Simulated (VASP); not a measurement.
# Ir (Fm-3m) in VASP: further runs

Ir is run at these levels: PBE+D3(BJ); tasks: single point, relaxation of cell and atoms.

Everything below comes from runs of VASP 6.6.1. Logs are shortened: lines on timing, memory, paths and dates and some standing lists are left out, and cuts for length are marked.

## (1) The cell of the first run

The structure is cubic, space group Fm-3m (No. 225). Conventional cell: a = 3.854 Å, b = 3.854 Å, c = 3.854 Å, α = 90.00°, β = 90.00°, γ = 90.00°. Ir (site symmetry m-3m) has 12 Ir at 2.73 Å within 3.6 Å.

## (2) Single point, PBE+D3(BJ)

INCAR reads:

```
SYSTEM = Ir
PREC = Accurate
ENCUT = 520
EDIFF = 1E-6
ISMEAR = 0
SIGMA = 0.1
LREAL = .FALSE.
LASPH = .TRUE.
NELM = 100
ALGO = Normal
ISIF = 2
LWAVE = .FALSE.
LCHARG = .FALSE.
GGA = PE
IVDW = 12
NBANDS = 10
```

KPOINTS reads:

```
Automatic mesh
0
G
  8 8 8
  0 0 0
```

POSCAR reads:

```
Ir
1.0
    0.0000000000      1.9269646676      1.9269646676
    1.9269646676      0.0000000000      1.9269646676
    1.9269646676      1.9269646676      0.0000000000
Ir
1
Direct
    0.0000000000      0.0000000000      0.0000000000
```

Potentials or basis: VASP PAW PBE potentials, release 64 (Ir).

The run is started by

```sh
$ cat potpaw_PBE.64/Ir/POTCAR > POTCAR
$ mpirun -np 1 vasp_std > vasp.out
```

OUTCAR:

```text
SYSTEM = Ir
   PREC = Accurate
   ENCUT = 520
   EDIFF = 1E-6
   ISMEAR = 0
   LREAL = .FALSE.
   LASPH = .TRUE.
   NELM = 100
   ISIF = 2
   GGA = PE
   IVDW = 12
 IVDW          = 12

 ion  position               nearest neighbor table
   1  0.000  0.000  0.000-

  LATTYP: Found a face centered cubic cell.
 ALAT       =     3.8539293352

  Lattice vectors:

 A1 = (   0.0000000000,   1.9269646676,   1.9269646676)
 A2 = (   1.9269646676,   0.0000000000,   1.9269646676)
 A3 = (   1.9269646676,   1.9269646676,   0.0000000000)

Analysis of symmetry for initial positions (statically):
=====================================================================
 Subroutine PRICEL returns:
 Original cell was already a primitive cell.

 Routine SETGRP: Setting up the symmetry group for a
 face centered cubic supercell.

 Subroutine GETGRP returns: Found 48 space group operations
 (whereof 48 operations were pure point group operations)
 out of a pool of 48 trial point group operations.

The static configuration has the point symmetry O_h .

Analysis of symmetry for dynamics (positions and initial velocities):
=====================================================================
 Subroutine PRICEL returns:
 Original cell was already a primitive cell.

 Routine SETGRP: Setting up the symmetry group for a
 face centered cubic supercell.

 Subroutine GETGRP returns: Found 48 space group operations
 (whereof 48 operations were pure point group operations)
 out of a pool of 48 trial point group operations.

The dynamic configuration has the point symmetry O_h .

 Subroutine INISYM returns: Found 48 space group operations
 (whereof 48 operations are pure point group operations),
 and found     1 'primitive' translations

----------------------------------------------------------------------------------------

                                     Primitive cell

  volume of cell :      14.3104

  direct lattice vectors                    reciprocal lattice vectors
     0.000000000  1.926964668  1.926964668    -0.259475437  0.259475437  0.259475437
     1.926964668  0.000000000  1.926964668     0.259475437 -0.259475437  0.259475437
     1.926964668  1.926964668  0.000000000     0.259475437  0.259475437 -0.259475437

  length of vectors
     2.725139567  2.725139567  2.725139567     0.449424641  0.449424641  0.449424641

  position of ions in fractional coordinates (direct lattice)
     0.000000000  0.000000000  0.000000000

  ion indices of the primitive-cell ions
   primitive index   ion index
                 1           1

----------------------------------------------------------------------------------------

 KPOINTS: Automatic mesh

Automatic generation of k-mesh.
 Grid dimensions read from file:
 generate k-points for:    8    8    8

 Generating k-lattice:

  Cartesian coordinates                     Fractional coordinates (reciprocal lattice)
    -0.032434430  0.032434430  0.032434430     0.125000000  0.000000000  0.000000000
     0.032434430 -0.032434430  0.032434430     0.000000000  0.125000000  0.000000000
     0.032434430  0.032434430 -0.032434430     0.000000000  0.000000000  0.125000000

  Length of vectors
     0.056178080  0.056178080  0.056178080

  Shift w.r.t. Gamma in fractional coordinates (k-lattice)
     0.000000000  0.000000000  0.000000000

 Subroutine IBZKPT returns following result:
 ===========================================

 Found     29 irreducible k-points:

 Following reciprocal coordinates:
            Coordinates               Weight
  0.000000  0.000000  0.000000      1.000000
  0.125000  0.000000  0.000000      8.000000
  0.250000  0.000000  0.000000      8.000000
  0.375000  0.000000  0.000000      8.000000
  0.500000  0.000000  0.000000      4.000000
  0.125000  0.125000  0.000000      6.000000
[... 16 lines left out ...]
  0.500000  0.250000  0.125000     48.000000
 -0.375000  0.250000  0.125000     24.000000
 [... further k-points ...]
   k-points           NKPTS =     29   k-points in BZ     NKDIM =     29   number of bands    NBANDS=     10
   number of dos      NEDOS =    301   number of ions     NIONS =      1
   total plane-waves  NPLWV =   8000
   dimension x,y,z NGX =    20 NGY =   20 NGZ =   20
   dimension x,y,z NGXF=    40 NGYF=   40 NGZF=   40
   ions per type =               1
   NGX,Y,Z   is equivalent  to a cutoff of  12.20, 12.20, 12.20 a.u.
   NGXF,Y,Z  is equivalent  to a cutoff of  24.40, 24.40, 24.40 a.u.
 SYSTEM =  Ir
   PREC   = accura    normal or accurate (medium, high low for compatibility)
   ISTART =      0    job   : 0-new  1-cont  2-samecut
   ICHARG =      2    charge: 1-file 2-atom 10-const
   ISPIN  =      1    spin polarized calculation?
   LNONCOLLINEAR =      F non collinear calculations
   LSORBIT =      F    spin-orbit coupling
   LASPH  =      T    aspherical Exc in radial PAW
   ENCUT  =  520.0 eV  38.22 Ry    6.18 a.u.   5.07  5.07  5.07*2*pi/ulx,y,z
   NELM   =    100;   NELMIN=  2; NELMDL= -5     # of ELM steps
   EDIFF  = 0.1E-05   stopping-criterion for ELM
   LREAL  =      F    real-space projection
   EDIFFG = 0.1E-04   stopping-criterion for IOM
   NSW    =      0    number of steps for IOM
   IBRION =     -1    ionic relax: 0-MD 1-quasi-New 2-CG
   NFREE  =      0    steps in history (QN), initial steepest desc. (CG)
   ISIF   =      2    stress and relaxation
   ISYM   =      2    0-nonsym 1-usesym 2-fastsym
   POTIM  = 0.5000    time-step for ionic-motion
   TEBEG  =    0.0;   TEEND  =   0.0 temperature during run
   PSTRESS=    0.0 pullay stress
   NELECT =       9.0000    total number of electrons
   NUPDOWN=      -1.0000    fix difference up-down
   EMIN   =  10.00;   EMAX   =-10.00  energy-range for DOS
   EFERMI =   0.00;   METHOD = LEGACY
   ISMEAR =     0;   SIGMA  =   0.10  broadening in eV -4-tet -1-fermi 0-gaus
   EFERMI_NEDOS =   21; number of points for ismear=-14 and -15
   IALGO  =     38    algorithm
   IMIX   =      4    mixing-type and parameters
     AMIX     =   0.40;   BMIX     =  1.00
     AMIX_MAG =   1.60;   BMIX_MAG =  1.00
  volume/ion in A,a.u.               =      14.31        96.57
  Fermi-wavevector in a.u.,A,eV,Ry     =   1.402615  2.650559 26.767147  1.967330
  Thomas-Fermi vector in A             =   2.525359
   LORBIT       =      0    0 simple, 1 ext, 2 COOP (PROOUT), +10 PAW based schemes
   GGA     = PE    functional components
   LHFCALC =     F    Hartree Fock is set to
   AEXX    =    0.0000 exact exchange contribution
   IVDW    =    12    specifies the selected vdW correction
   LEPSILON=     F    determine dielectric tensor
   LRPA    =     F    only Hartree local field effects (RPA)
 non-spin polarized calculation
 Gauss-broadening in eV      SIGMA  =   0.10
  energy-cutoff  :      520.00
  volume of cell :       14.31
 maximum number of plane-waves:       396
   NGX = 11   NGY = 11   NGZ = 11

 number of electron       9.0000000 magnetization

 Free energy of the ion-electron system (eV)
  ---------------------------------------------------
  ext. energy  EPLUGINS =         0.00000000
  ---------------------------------------------------
  free energy    TOTEN  =        -8.77667211 eV

  energy without entropy =       -8.76797643  energy(sigma->0) =       -8.77232427

 E-fermi :  10.2618     XC(G=0): -13.9189

 val. band max:       10.2172703047   @ k =  -0.3750   0.1250   0.0000
 cond. band min:      10.2828472417   @ k =  -0.3750   0.2500   0.0000
 fundamental gap:      0.0655769370
 Fermi energy:        10.2617876663

 k-point     1 :       0.0000    0.0000    0.0000
  band No.  band energies     occupation
      1      -0.7881      2.00000
      2       6.3900      2.00000
      3       6.3900      2.00000
      4       6.3900      2.00000
      5       9.0412      2.00000
      6       9.0412      2.00000
      7      24.5403      0.00000
      8      30.0807      0.00000
      9      30.0807      0.00000
     10      30.0807      0.00000

 k-point     2 :       0.1250    0.0000    0.0000
  band No.  band energies     occupation
      1      -0.1239      2.00000
      2       6.0757      2.00000
      3       6.6501      2.00000
      4       6.6501      2.00000
      5       8.9020      2.00000
      6       8.9020      2.00000
      7      25.6226      0.00000
      8      27.4999      0.00000
      9      31.1717      0.00000
     10      31.1717      0.00000

 k-point     3 :       0.2500    0.0000    0.0000
  band No.  band energies     occupation
      1       1.4012      2.00000
      2       5.8859      2.00000
      3       6.8292      2.00000
      4       6.8292      2.00000
      5       9.2197      2.00000
      6       9.2197      2.00000
      7      23.9566      0.00000
      8      26.9073      0.00000
      9      33.7832      0.00000
     10      33.7835      0.00000

 k-point     4 :       0.3750    0.0000    0.0000
  band No.  band energies     occupation
      1       2.1967      2.00000
      2       6.4860      2.00000
      3       6.4860      2.00000
      4       7.5644      2.00000
      5      10.4081      0.03850
      6      10.4081      0.03849
      7      20.0316      0.00000
      8      24.9928      0.00000
      9      31.5370      0.00000
     10      31.5370      0.00000
[... 222 lines left out ...]
 k-point    22 :       0.3750    0.2500    0.1250
  band No.  band energies     occupation
      1       2.7855      2.00000
      2       4.7674      2.00000
      3       6.3124      2.00000
      4       8.3754      2.00000
      5       8.4425      2.00000
      6      10.9852      0.00000
      7      24.4449      0.00000
      8      27.0655      0.00000
      9      28.7121      0.00000
     10      30.7578      0.00000

 k-point    23 :       0.5000    0.2500    0.1250
  band No.  band energies     occupation
      1       3.6585      2.00000
      2       5.3043      2.00000
      3       5.6881      2.00000
      4       7.9906      2.00000
      5      10.0619      1.99530
      6      13.0301      0.00000
      7      20.3633      0.00000
      8      25.5698      0.00000
      9      26.9499      0.00000
     10      31.5422      0.00000

 k-point    24 :      -0.3750    0.2500    0.1250
  band No.  band energies     occupation
      1       3.6845      2.00000
      2       5.0728      2.00000
      3       6.6574      2.00000
      4       7.6795      2.00000
      5      10.7771      0.00000
      6      15.3269      0.00000
      7      16.7880      0.00000
      8      25.8790      0.00000
      9      25.9689      0.00000
     10      29.9319      0.00000

 [... further k-points ...]

------------------------ aborting loop because EDIFF is reached ----------------------------------------

 Edisp (eV)   -0.72638

 E8    (eV) :    -0.3387

  FORCE on cell =-STRESS in cart. coord.  units (eV):
  Direction    XX          YY          ZZ          XY          YZ          ZX
  --------------------------------------------------------------------------------------
  -------------------------------------------------------------------------------------
  Total      -0.16544    -0.16544    -0.16544     0.00000     0.00000    -0.00000
  in kB     -18.52213   -18.52213   -18.52213     0.00000     0.00000    -0.00000
  external pressure =      -18.52 kB  Pullay stress =        0.00 kB

 VOLUME and BASIS-vectors are now :
 -----------------------------------------------------------------------------
  energy-cutoff  :      520.00
  volume of cell :       14.31
      direct lattice vectors                 reciprocal lattice vectors
     0.000000000  1.926964668  1.926964668    -0.259475437  0.259475437  0.259475437
     1.926964668  0.000000000  1.926964668     0.259475437 -0.259475437  0.259475437
     1.926964668  1.926964668  0.000000000     0.259475437  0.259475437 -0.259475437

 POSITION                                       TOTAL-FORCE (eV/Angst)
 -----------------------------------------------------------------------------------
      0.00000      0.00000      0.00000        -0.000000     -0.000000     -0.000000
 -----------------------------------------------------------------------------------
    total drift:                               -0.000000     -0.000000     -0.000000

  FREE ENERGIE OF THE ION-ELECTRON SYSTEM (eV)
  ---------------------------------------------------
  free  energy   TOTEN  =        -9.5030538777 eV

  energy  without entropy=       -9.4943581995  energy(sigma->0) =       -9.49870604
```

Run time: 2.9 s. Hardware: 1 thread of AMD EPYC 9R14 (Zen 4), shared host; peak memory 0.11 GiB.

Results:

```yaml
Free_energy: -9.5031 eV
Pressure: -1.9 GPa
Dispersion_energy_per_atom: -0.726 eV
```

Levels at points of the mesh, in eV from the Fermi level:
```csv
k point,band 2,band 3,band 4,band 5,band 6,band 7
"(0.00, 0.00, 0.00)",-3.87,-3.87,-3.87,-1.22,-1.22,14.28
"(0.50, 0.00, 0.00)",-3.97,-3.97,-0.78,0.83,0.83,7.10
"(0.50, 0.50, 0.00)",-7.27,0.80,1.39,1.39,1.64,10.31
```

Caveat: spin-orbit coupling is left out, which moves the levels of the heavy elements; pairwise dispersion overbinds metals, which lowers pressure and volume.

## (3) Single point, PBE+D3(BJ)

This run uses another cell than the first one, of 14.16 Å³/atom, 0.990 times its volume.

INCAR reads:

```
  PREC = Accurate
  ENCUT = 520
  EDIFF = 1E-6
  ISMEAR = 0
  SIGMA = 0.1
  LREAL = F
  LASPH = T
  NELM = 60
  ALGO = Normal
  ISIF = 2
  LWAVE = F
  LCHARG = F
  GGA = PE
  IVDW = 12
  NBANDS = 10
```

KPOINTS reads:

```
regular mesh
0
Gamma
  18 18 18
```

POSCAR reads:

```
Ir
1.0
    0.0000000000      1.9202355154      1.9202355154
    1.9202355154      0.0000000000      1.9202355154
    1.9202355154      1.9202355154      0.0000000000
Ir
1
Direct
    0.0000000000      0.0000000000      0.0000000000
```

Potentials or basis: VASP PAW PBE potentials, release 64 (Ir).

The run is started by

```sh
$ cat potpaw_PBE.64/Ir/POTCAR > POTCAR
$ mpirun -np 1 vasp_std > vasp.out
```

It took 12 s on 1 thread of AMD EPYC 9R14 (Zen 4), shared host; peak memory 0.13 GiB.

It converged, with:

```yaml
Free_energy: -9.5779 eV
Pressure: 0.6 GPa
Dispersion_energy_per_atom: -0.734 eV
```

Levels at points of the mesh, in eV from the Fermi level:
| k point | band 1 | band 2 | band 3 | band 4 | band 5 | band 6 | band 7 | band 8 | band 9 |
| --- | --- | --- | --- | --- | --- | --- | --- | --- | --- |
| (0.00, 0.00, 0.00) | -11.14 | -3.91 | -3.91 | -3.91 | -1.23 | -1.23 | 14.29 | 19.87 | 19.87 |
| (0.50, 0.00, 0.00) | -8.12 | -4.02 | -4.02 | -0.79 | 0.86 | 0.86 | 7.22 | 13.83 | 19.75 |
| (0.50, 0.50, 0.00) | -7.94 | -7.36 | 0.83 | 1.44 | 1.44 | 1.66 | 10.46 | 11.67 | 11.67 |

Caveat: spin-orbit coupling is left out, which moves the levels of the heavy elements; pairwise dispersion overbinds metals, which lowers pressure and volume.

## (4) Relaxation of cell and atoms, PBE+D3(BJ)

INCAR reads:

```
ALGO = Fast ; EDIFF = 1E-6
EDIFFG = -0.005 ; ENCUT = 600
GGA = PE ; IBRION = 2
ISIF = 3 ; ISMEAR = 0
IVDW = 12 ; LASPH = True
LCHARG = False ; LREAL = False
LWAVE = False ; NELM = 80
NSW = 100 ; PREC = Accurate
SIGMA = 0.1
```

KPOINTS reads:

```
k-points
0
Gamma
  18 18 18
```

POSCAR reads:

```
Ir
1.0
    0.0000000000      1.9269646676      1.9269646676
    1.9269646676      0.0000000000      1.9269646676
    1.9269646676      1.9269646676      0.0000000000
Ir
1
Direct
    0.0000000000      0.0000000000      0.0000000000
```

The run is started by

```sh
$ cat potpaw_PBE.64/Ir/POTCAR > POTCAR
$ mpirun -np 1 vasp_std > vasp.out
```

It took 66 s on 1 thread of AMD EPYC 9R14 (Zen 4), shared host; peak memory 0.16 GiB.

It converged, with:

| Quantity | Value |
| --- | --- |
| Free energy | -9.5782 eV |
| Relaxed volume | 14.19 Å³/atom |
| Relaxed cell | a = 2.717 Å, b = 2.717 Å, c = 2.717 Å, α = 60.00°, β = 60.00°, γ = 60.00° |
| Space group after relaxing (to 0.05 Å) | Fm-3m (No. 225) |
| Energy gained by relaxing | 1.2 meV/atom |
| Ionic steps | 7 |
| Pressure after relaxing | 0.0 GPa |
| Dispersion energy per atom | -0.733 eV |

The path:
```
step  energy change (eV)  largest force (eV/Å)  pressure (GPa)  volume (Å³)
   1              0.0000                0.0000           -3.21        14.31
   2              0.0176                0.0000           13.59        13.73
   3             -0.0012                0.0000            0.11        14.19
   4             -0.0012                0.0000           -0.12        14.19
   5             -0.0012                0.0000           -0.10        14.19
   6             -0.0012                0.0000           -0.07        14.19
   7             -0.0012                0.0000           -0.03        14.19
```

Final structure:
```xyz
1
Lattice="0.0000 1.9215 1.9215 1.9215 0.0000 1.9215 1.9215 1.9215 0.0000" Properties=species:S:1:pos:R:3 pbc="T T T"
Ir    0.0000    0.0000    0.0000
```

Levels at points of the mesh, in eV from the Fermi level:
```csv
k point,band 1,band 2,band 3,band 4,band 5,band 6,band 7,band 8
"(0.00, 0.00, 0.00)",-11.12,-3.90,-3.90,-3.90,-1.23,-1.23,14.30,19.87
"(0.50, 0.00, 0.00)",-8.10,-4.01,-4.01,-0.79,0.86,0.86,7.20,13.84
"(0.50, 0.50, 0.00)",-7.91,-7.34,0.82,1.43,1.43,1.66,10.44,11.66
```

Caveat: spin-orbit coupling is left out, which moves the levels of the heavy elements; pairwise dispersion overbinds metals, which lowers pressure and volume.

## (5) Summary

```tsv
task	cell	k mesh	cutoff (eV)	gap on the mesh (eV)	pressure (GPa)
single point	a = 2.725 Å, angles 60.0°, 1 atom	8 × 8 × 8	520	none	-1.9
single point	a = 2.716 Å, angles 60.0°, 1 atom	18 × 18 × 18	520	none	0.6
relaxation of cell and atoms	relaxed from a = 2.725 Å, angles 60.0°, 1 atom	18 × 18 × 18	600	none	0.0
```

Alike in all rows: level PBE+D3(BJ); potentials or basis VASP PAW PBE potentials, release 64 (Ir); no spin polarisation; smearing gaussian 0.1 eV.

Caveats: spin-orbit coupling is left out, which moves the levels of the heavy elements; pairwise dispersion overbinds metals, which lowers pressure and volume.

Total energies depend on the potentials used, so only differences within one code and one set of settings carry meaning.
